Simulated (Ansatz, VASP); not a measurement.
One calculation of Ga3Se, two programs

```xyz
4
Lattice="4.4325 0.0000 0.0000 0.0000 4.4325 0.0000 0.0000 0.0000 4.4325" Properties=species:S:1:pos:R:3 pbc="T T T"
Ga    0.0000    2.2162    2.2162
Ga    2.2162    0.0000    2.2162
Ga    2.2162    2.2162    0.0000
Se    0.0000    0.0000    0.0000
```

Alike in both runs: task relaxation of cell and atoms; functional r2SCAN; dispersion rVV10; k mesh 10 × 10 × 10; occupations gaussian, width 0.1 eV; no spin polarisation.

|  | VASP | Ansatz |
| --- | --- | --- |
| version | VASP 6.6.1 | Ansatz 0.2.0 |
| potentials or method | VASP PAW PBE potentials, release 64 (Ga_d, Se), cutoff 600 eV | scalar-relativistic, plane waves, PAW |
| valence electrons in the cell | 45 | 55 |

```csv
,VASP,Ansatz,Ansatz less VASP
"gap on the k mesh at the Fermi level, each at its own relaxed structure (eV)",none,none,-
relaxed volume (Å³/atom),20.31,20.29,-0.016
relaxed length of the cell vector where the two differ most in proportion (Å),4.331,4.330,-0.0011
```

VASP's potentials were made for PBE, not for r2SCAN. A gap of «none» marks a metal or a gap that the smearing closes. VASP's potentials hold 45 valence electrons a cell and Ansatz's 55, so a difference there can come from the potentials and not from the codes.
